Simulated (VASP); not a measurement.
# SiO2 (Stishovite) (P4_2/mnm) in VASP: a series of runs

The runs below take SiO2 (Stishovite) through single point, with PBE.

Everything below comes from runs of VASP 6.6.1. Logs are shortened: lines on timing, memory, paths and dates and some standing lists are left out, and cuts for length are marked.

## Step 1: The cell of the first run

The structure is tetragonal, space group P4_2/mnm (No. 136). Conventional cell: a = 4.033 Å, b = 4.033 Å, c = 2.573 Å, α = 90.00°, β = 90.00°, γ = 90.00°. Within 2.3 Å of Si (site symmetry mmm) lie 6 O at 1.70 to 1.74 Å. O (site symmetry m2m) has 3 Si at 1.70 to 1.74 Å and 1 O at 2.21 Å within 2.3 Å.

## Step 2: Single point, PBE

File INCAR:

```
  PREC = Accurate
  ENCUT = 520
  EDIFF = 1E-7
  ISMEAR = 0
  SIGMA = 0.01
  LREAL = False
  LASPH = True
  NELM = 60
  ALGO = Normal
  ISIF = 2
  LWAVE = False
  LCHARG = False
  GGA = PE
  NBANDS = 25
```

File KPOINTS:

```
regular mesh
0
Gamma
  6 6 8
```

File POSCAR:

```
SiO2
1.0
    4.0331388063      0.0000000000      0.0000000000
    0.0000000000      4.0331388063      0.0000000000
    0.0000000000      0.0000000000      2.5732223079
Si O
2 4
Direct
    0.0000000000      0.0000000000      0.0000000000
    0.5000000000      0.5000000000      0.5000000000
    0.3059000000      0.3059000000      0.0000000000
    0.1941000000      0.8059000000      0.5000000000
    0.6941000000      0.6941000000      0.0000000000
    0.8059000000      0.1941000000      0.5000000000
```

Potentials or basis: VASP PAW PBE potentials, release 64 (Si, O).

The run is started by

```bash
$ cat potpaw_PBE.64/Si/POTCAR potpaw_PBE.64/O/POTCAR > POTCAR
$ mpirun -np 1 vasp_std > vasp.out
```

OUTCAR:

```text
PREC = Accurate
   ENCUT = 520
   EDIFF = 1E-7
   ISMEAR = 0
   LREAL = False
   LASPH = True
   NELM = 60
   ISIF = 2
   GGA = PE

 ion  position               nearest neighbor table
   1  0.000  0.000  0.000-   4 1.70   6 1.70   4 1.70   6 1.70   5 1.74   3 1.74   2 3.13   2 3.13
                             2 3.13   2 3.13   2 3.13   2 3.13   2 3.13   2 3.13
   2  0.500  0.500  0.500-   3 1.70   5 1.70   3 1.70   5 1.70   4 1.74   6 1.74   1 3.13   1 3.13
                             1 3.13   1 3.13   1 3.13   1 3.13   1 3.13   1 3.13
   3  0.306  0.306  0.000-   2 1.70   2 1.70   1 1.74
   4  0.194  0.806  0.500-   1 1.70   1 1.70   2 1.74
   5  0.694  0.694  0.000-   2 1.70   2 1.70   1 1.74
   6  0.806  0.194  0.500-   1 1.70   1 1.70   2 1.74

  LATTYP: Found a simple tetragonal cell.
 ALAT       =     4.0331388063
 C/A-ratio  =     0.6380197736

  Lattice vectors:

 A1 = (   4.0331388063,   0.0000000000,   0.0000000000)
 A2 = (   0.0000000000,   4.0331388063,   0.0000000000)
 A3 = (   0.0000000000,   0.0000000000,   2.5732223079)

Analysis of symmetry for initial positions (statically):
=====================================================================
 Subroutine PRICEL returns:
 Original cell was already a primitive cell.

 Routine SETGRP: Setting up the symmetry group for a
 simple tetragonal supercell.

 Subroutine GETGRP returns: Found 16 space group operations
 (whereof  8 operations were pure point group operations)
 out of a pool of 16 trial point group operations.

The static configuration has the point symmetry D_2h.
 The point group associated with its full space group is D_4h.

Analysis of symmetry for dynamics (positions and initial velocities):
=====================================================================
 Subroutine PRICEL returns:
 Original cell was already a primitive cell.

 Routine SETGRP: Setting up the symmetry group for a
 simple tetragonal supercell.

 Subroutine GETGRP returns: Found 16 space group operations
 (whereof  8 operations were pure point group operations)
 out of a pool of 16 trial point group operations.

The dynamic configuration has the point symmetry D_2h.
 The point group associated with its full space group is D_4h.

 Subroutine INISYM returns: Found 16 space group operations
 (whereof  8 operations are pure point group operations),
 and found     1 'primitive' translations

----------------------------------------------------------------------------------------

                                     Primitive cell

  volume of cell :      41.8566

  direct lattice vectors                    reciprocal lattice vectors
     4.033138806  0.000000000  0.000000000     0.247945843  0.000000000  0.000000000
     0.000000000  4.033138806  0.000000000     0.000000000  0.247945843  0.000000000
     0.000000000  0.000000000  2.573222308     0.000000000  0.000000000  0.388617803

  length of vectors
     4.033138806  4.033138806  2.573222308     0.247945843  0.247945843  0.388617803

  position of ions in fractional coordinates (direct lattice)
     0.000000000  0.000000000  0.000000000
     0.500000000  0.500000000  0.500000000
     0.305900000  0.305900000  0.000000000
     0.194100000  0.805900000  0.500000000
     0.694100000  0.694100000  0.000000000
     0.805900000  0.194100000  0.500000000

  ion indices of the primitive-cell ions
   primitive index   ion index
                 1           1
                 2           2
                 3           3
                 4           4
                 5           5
                 6           6

----------------------------------------------------------------------------------------

 KPOINTS: regular mesh

Automatic generation of k-mesh.
 Grid dimensions read from file:
 generate k-points for:    6    6    8

 Generating k-lattice:

  Cartesian coordinates                     Fractional coordinates (reciprocal lattice)
     0.041324307  0.000000000  0.000000000     0.166666667  0.000000000  0.000000000
     0.000000000  0.041324307  0.000000000     0.000000000  0.166666667  0.000000000
     0.000000000  0.000000000  0.048577225     0.000000000  0.000000000  0.125000000

  Length of vectors
     0.041324307  0.041324307  0.048577225

  Shift w.r.t. Gamma in fractional coordinates (k-lattice)
     0.000000000  0.000000000  0.000000000

 Subroutine IBZKPT returns following result:
 ===========================================

 Found     50 irreducible k-points:

 Following reciprocal coordinates:
            Coordinates               Weight
  0.000000  0.000000  0.000000      1.000000
  0.166667  0.000000  0.000000      4.000000
  0.333333  0.000000  0.000000      4.000000
  0.500000  0.000000  0.000000      2.000000
  0.166667  0.166667  0.000000      4.000000
  0.333333  0.166667  0.000000      8.000000
[... 16 lines left out ...]
  0.333333  0.000000  0.250000      8.000000
  0.500000  0.000000  0.250000      4.000000
 [... further k-points ...]
   k-points           NKPTS =     50   k-points in BZ     NKDIM =     50   number of bands    NBANDS=     25
   number of dos      NEDOS =    301   number of ions     NIONS =      6
   total plane-waves  NPLWV =  18000
   dimension x,y,z NGX =    30 NGY =   30 NGZ =   20
   dimension x,y,z NGXF=    60 NGYF=   60 NGZF=   40
   ions per type =               2   4
   NGX,Y,Z   is equivalent  to a cutoff of  12.37, 12.37, 12.92 a.u.
   NGXF,Y,Z  is equivalent  to a cutoff of  24.73, 24.73, 25.84 a.u.
 SYSTEM =  unknown system
   PREC   = accura    normal or accurate (medium, high low for compatibility)
   ISTART =      0    job   : 0-new  1-cont  2-samecut
   ICHARG =      2    charge: 1-file 2-atom 10-const
   ISPIN  =      1    spin polarized calculation?
   LNONCOLLINEAR =      F non collinear calculations
   LSORBIT =      F    spin-orbit coupling
   LASPH  =      T    aspherical Exc in radial PAW
   ENCUT  =  520.0 eV  38.22 Ry    6.18 a.u.   7.50  7.50  4.78*2*pi/ulx,y,z
   NELM   =     60;   NELMIN=  2; NELMDL= -5     # of ELM steps
   EDIFF  = 0.1E-06   stopping-criterion for ELM
   LREAL  =      F    real-space projection
   EDIFFG = 0.1E-05   stopping-criterion for IOM
   NSW    =      0    number of steps for IOM
   IBRION =     -1    ionic relax: 0-MD 1-quasi-New 2-CG
   NFREE  =      0    steps in history (QN), initial steepest desc. (CG)
   ISIF   =      2    stress and relaxation
   ISYM   =      2    0-nonsym 1-usesym 2-fastsym
   POTIM  = 0.5000    time-step for ionic-motion
   TEBEG  =    0.0;   TEEND  =   0.0 temperature during run
   PSTRESS=    0.0 pullay stress
   NELECT =      32.0000    total number of electrons
   NUPDOWN=      -1.0000    fix difference up-down
   EMIN   =  10.00;   EMAX   =-10.00  energy-range for DOS
   EFERMI =   0.00;   METHOD = LEGACY
   ISMEAR =     0;   SIGMA  =   0.01  broadening in eV -4-tet -1-fermi 0-gaus
   EFERMI_NEDOS =   21; number of points for ismear=-14 and -15
   IALGO  =     38    algorithm
   IMIX   =      4    mixing-type and parameters
     AMIX     =   0.40;   BMIX     =  1.00
     AMIX_MAG =   1.60;   BMIX_MAG =  1.00
  volume/ion in A,a.u.               =       6.98        47.08
  Fermi-wavevector in a.u.,A,eV,Ry     =   1.496937  2.828801 30.488224  2.240821
  Thomas-Fermi vector in A             =   2.608890
   LORBIT       =      0    0 simple, 1 ext, 2 COOP (PROOUT), +10 PAW based schemes
   GGA     = PE    functional components
   LHFCALC =     F    Hartree Fock is set to
   AEXX    =    0.0000 exact exchange contribution
   IVDW    =     0    specifies the selected vdW correction
   LEPSILON=     F    determine dielectric tensor
   LRPA    =     F    only Hartree local field effects (RPA)
 non-spin polarized calculation
 Gauss-broadening in eV      SIGMA  =   0.01
  energy-cutoff  :      520.00
  volume of cell :       41.86
 maximum number of plane-waves:      1154
 NGX is ok and might be reduce to    30
   NGX = 15   NGY = 15   NGZ =  9

 number of electron      32.0000035 magnetization

 Free energy of the ion-electron system (eV)
  ---------------------------------------------------
  ext. energy  EPLUGINS =         0.00000000
  ---------------------------------------------------
  free energy    TOTEN  =       -45.31113699 eV

  energy without entropy =      -45.31113699  energy(sigma->0) =      -45.31113699

 E-fermi :   9.9173     XC(G=0): -12.8349

 val. band max:        9.7833090510   @ k =   0.0000   0.0000   0.0000
 cond. band min:      16.8676360901   @ k =   0.0000   0.0000   0.0000
 fundamental gap:      7.0843270391
 Fermi energy:         9.9173495281

 k-point     1 :       0.0000    0.0000    0.0000
  band No.  band energies     occupation
      1     -13.9802      2.00000
      2      -9.7738      2.00000
      3      -9.7738      2.00000
      4      -9.5051      2.00000
      5      -1.7627      2.00000
      6       2.5745      2.00000
[... 17 lines left out ...]
     24      25.6323      0.00000
     25      26.7188      0.00000

 k-point     2 :       0.1667    0.0000    0.0000
  band No.  band energies     occupation
      1     -13.8162      2.00000
      2     -10.5688      2.00000
      3      -9.6861      2.00000
      4      -9.0650      2.00000
      5      -1.5959      2.00000
      6       1.9140      2.00000
[... 17 lines left out ...]
     24      24.8371      0.00000
     25      26.5747      0.00000

 k-point     3 :       0.3333    0.0000    0.0000
  band No.  band energies     occupation
      1     -13.3352      2.00000
      2     -11.6080      2.00000
      3      -9.4496      2.00000
      4      -8.9534      2.00000
      5      -1.1125      2.00000
      6       0.7217      2.00000
[... 552 lines left out ...]
 k-point    23 :       0.3333    0.0000    0.2500
  band No.  band energies     occupation
      1     -12.4823      2.00000
      2     -10.9616      2.00000
      3      -9.1304      2.00000
      4      -8.9047      2.00000
      5      -0.4866      2.00000
      6       1.1667      2.00000
[... 17 lines left out ...]
     24      23.5749      0.00000
     25      24.2932      0.00000

 k-point    24 :       0.5000    0.0000    0.2500
  band No.  band energies     occupation
      1     -11.7997      2.00000
      2     -11.7997      2.00000
      3      -8.9758      2.00000
      4      -8.9758      2.00000
      5       0.3676      2.00000
      6       0.3676      2.00000
[... 17 lines left out ...]
     24      23.4000      0.00000
     25      24.3602      0.00000

 [... further k-points ...]
[... 5 lines left out ...]
  --------------------------------------------------------------------------------------
  -------------------------------------------------------------------------------------
  Total       13.7901776     13.7901776     16.8008704      0.0000000      0.0000000      0.0000000
  in kB      527.8576192    527.8576192    643.1003071      0.0000000      0.0000000      0.0000000
  external PRESSURE =     566.2718485 kB  Pullay stress =       0.0000000 kB

 VOLUME and BASIS-vectors are now :
 -----------------------------------------------------------------------------
  energy-cutoff  :      520.00
  volume of cell :       41.86
      direct lattice vectors                 reciprocal lattice vectors
     4.033138806  0.000000000  0.000000000     0.247945843  0.000000000  0.000000000
     0.000000000  4.033138806  0.000000000     0.000000000  0.247945843  0.000000000
     0.000000000  0.000000000  2.573222308     0.000000000  0.000000000  0.388617803

 POSITION                                       TOTAL-FORCE (eV/Angst)
 -----------------------------------------------------------------------------------
      0.00000      0.00000      0.00000         0.000000      0.000000      0.000000
      2.01657      2.01657      1.28661         0.000000      0.000000      0.000000
      1.23374      1.23374      0.00000        -0.650554     -0.650554      0.000000
      0.78283      3.25031      1.28661         0.650554     -0.650554      0.000000
      2.79940      2.79940      0.00000         0.650554      0.650554      0.000000
      3.25031      0.78283      1.28661        -0.650554      0.650554      0.000000
 -----------------------------------------------------------------------------------
    total drift:                               -0.000000      0.000000     -0.000000

  FREE ENERGIE OF THE ION-ELECTRON SYSTEM (eV)
  ---------------------------------------------------
  free  energy   TOTEN  =       -45.3111369888 eV

  energy  without entropy=      -45.3111369888  energy(sigma->0) =      -45.31113699
```

Run time: 42 s. Hardware: 1 thread of AMD EPYC 7R13 (Zen 3), shared host; peak memory 0.13 GiB.

Results:

- Free energy: -45.3111 eV
- Pressure: 56.6 GPa
- Largest force: 0.920 eV/Å
- Band gap on the k mesh: 7.08 eV, direct

Forces in eV/Å, atoms in the order of the input:
```
Si   0.000  0.000  0.000
Si   0.000  0.000  0.000
O   -0.651 -0.651  0.000
O    0.651 -0.651  0.000
O    0.651  0.651  0.000
O   -0.651  0.651  0.000
```

Stress tensor (GPa, compression positive):
```
52.79  0.00  0.00
 0.00 52.79  0.00
 0.00  0.00 64.31
```

Levels at points of the mesh, in eV from the valence-band top:
| k point | band 12 | band 13 | band 14 | band 15 | band 16 | band 17 | band 18 | band 19 | band 20 | band 21 |
| --- | --- | --- | --- | --- | --- | --- | --- | --- | --- | --- |
| (0.00, 0.00, 0.00) | -3.46 | -2.61 | -0.94 | -0.94 | 0.00 | 7.08 | 7.63 | 9.45 | 9.45 | 11.50 |
| (0.50, 0.00, 0.00) | -4.38 | -2.92 | -2.92 | -1.19 | -1.19 | 9.05 | 9.05 | 10.06 | 10.06 | 11.85 |
| (0.50, 0.50, 0.00) | -3.62 | -2.91 | -2.91 | -2.66 | -2.66 | 8.69 | 8.69 | 11.11 | 11.11 | 14.21 |
| (0.00, 0.00, 0.50) | -5.02 | -3.62 | -3.62 | -3.08 | -3.08 | 10.58 | 10.58 | 13.76 | 13.76 | 14.09 |
| (0.50, 0.00, 0.50) | -4.48 | -2.55 | -2.55 | -2.04 | -2.04 | 9.87 | 9.87 | 11.10 | 11.10 | 12.82 |
| (0.50, 0.50, 0.50) | -4.85 | -1.97 | -1.97 | -1.80 | -1.80 | 8.57 | 8.57 | 11.81 | 11.81 | 12.18 |

A k mesh can miss the band edges.

## Step 3: Single point, PBE

This run uses another cell than the first one, of 7.36 Å³/atom, 1.056 times its volume.

File INCAR:

```
SYSTEM = SiO2
PREC = Accurate
ENCUT = 520
EDIFF = 1E-7
ISMEAR = 0
SIGMA = 0.01
LREAL = .False.
LASPH = .True.
NELM = 60
ALGO = Normal
ISIF = 2
LWAVE = .False.
LCHARG = .False.
GGA = PE
NBANDS = 25
```

File KPOINTS:

```
regular mesh
0
Gamma
  6 6 8
  0 0 0
```

POSCAR: that of step 2 with these lines changed.

```diff
@@ -2,5 +2,5 @@
 1.0
-    4.0331388063      0.0000000000      0.0000000000
-    0.0000000000      4.0331388063      0.0000000000
-    0.0000000000      0.0000000000      2.5732223079
+    4.1064846246      0.0000000000      0.0000000000
+    0.0000000000      4.1064846246      0.0000000000
+    0.0000000000      0.0000000000      2.6200183902
 Si O
```

Potentials or basis: VASP PAW PBE potentials, release 64 (Si, O).

The run is started by

```bash
$ cat potpaw_PBE.64/Si/POTCAR potpaw_PBE.64/O/POTCAR > POTCAR
$ mpirun -np 1 vasp_std > vasp.out
```

Wall time 49 s (1 thread of AMD EPYC 7R13 (Zen 3), shared host); peak memory 0.14 GiB.

The run converged. Its results:

| Property | Result |
| --- | --- |
| Free energy | -45.9461 eV |
| Pressure | 31.1 GPa |
| Largest force | 0.474 eV/Å |
| Band gap on the k mesh | 6.58 eV, direct |

Forces in eV/Å, atoms in the order of the input:
```
Si   0.000  0.000  0.000
Si   0.000  0.000  0.000
O   -0.335 -0.335  0.000
O    0.335 -0.335  0.000
O    0.335  0.335  0.000
O   -0.335  0.335  0.000
```

Stress tensor (GPa, compression positive):
```
29.04  0.00  0.00
 0.00 29.04  0.00
 0.00  0.00 35.37
```

Levels at points of the mesh, in eV from the valence-band top:
| k point | band 14 | band 15 | band 16 | band 17 | band 18 | band 19 |
| --- | --- | --- | --- | --- | --- | --- |
| (0.00, 0.00, 0.00) | -0.91 | -0.91 | 0.00 | 6.58 | 6.91 | 8.97 |
| (0.50, 0.00, 0.00) | -2.80 | -1.13 | -1.13 | 8.43 | 8.43 | 9.53 |
| (0.50, 0.50, 0.00) | -2.79 | -2.46 | -2.46 | 8.06 | 8.06 | 10.58 |
| (0.00, 0.00, 0.50) | -3.33 | -2.87 | -2.87 | 9.82 | 9.82 | 13.18 |
| (0.50, 0.00, 0.50) | -2.41 | -1.89 | -1.89 | 9.35 | 9.35 | 10.46 |
| (0.50, 0.50, 0.50) | -1.86 | -1.67 | -1.67 | 7.85 | 7.85 | 11.43 |

A k mesh can miss the band edges.

(Continued in part 2 of 3.)
